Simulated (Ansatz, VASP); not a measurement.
## One calculation of Nb, two programs

File INCAR:

```
SYSTEM = Nb
PREC     = Accurate       ! precision mode
ENCUT    = 500            ! plane-wave cutoff, eV
EDIFF    = 1E-6           ! SCF threshold, eV
ISMEAR   = 0              ! smearing method
SIGMA    = 0.02           ! smearing width, eV
LREAL    = .FALSE.        ! projectors in reciprocal space
LASPH    = .TRUE.         ! aspherical terms in the spheres
NELM     = 120            ! most SCF steps
ALGO     = Normal         ! electronic algorithm
ISIF     = 2              ! what is computed and relaxed
LWAVE    = .FALSE.        ! write WAVECAR
LCHARG   = .FALSE.        ! write CHGCAR
GGA      = PE             ! functional
NBANDS   = 12             ! bands
GGA_COMPAT= .FALSE.
```

The input KPOINTS:

```
regular mesh
0
G
  11 11 11
  0 0 0
```

Contents of POSCAR:

```
Nb
1.0
   -1.6639500000      1.6639500000      1.6639500000
    1.6639500000     -1.6639500000      1.6639500000
    1.6639500000      1.6639500000     -1.6639500000
Nb
1
Direct
    0.0000000000      0.0000000000      0.0000000000
```

The input input.yaml:

```yaml
crystal:
  lattice:
    - [-1.66395, 1.66395, 1.66395]
    - [1.66395, -1.66395, 1.66395]
    - [1.66395, 1.66395, -1.66395]
  atoms:
    - { symbol: Nb, position: [0.0, 0.0, 0.0] }
kpoints:
  mp_grid: { grid: [11, 11, 11] }
scf:
  occupations: { method: gaussian, width: 0.02 }
hamiltonian:
  xc: pbe
  pseudopotentials: { kind: all_electron, lapw: { basis_error: 0.001 } }
output:
  forces: true
  stress: true
  eigenvalues: true
```

Alike in both runs: task single point; functional PBE; k mesh 11 × 11 × 11; occupations gaussian, width 0.02 eV; no spin polarisation.

```csv
,VASP,Ansatz
version,VASP 6.6.1,Ansatz 0.2.0
potentials or method,"VASP PAW PBE potentials, release 64 (Nb_sv), cutoff 500 eV","all-electron LAPW, scalar-relativistic"
```

Ansatz gave:

- gap on the k mesh at the Fermi level (eV): none
- pressure (GPa): -1.7

Problem. Which values does VASP return?

Solution. gap on the k mesh at the Fermi level (eV): none; pressure (GPa): -2.1.

A gap of «none» marks a metal or a gap that the smearing closes. Ansatz ran all-electron here, and VASP with PAW potentials.
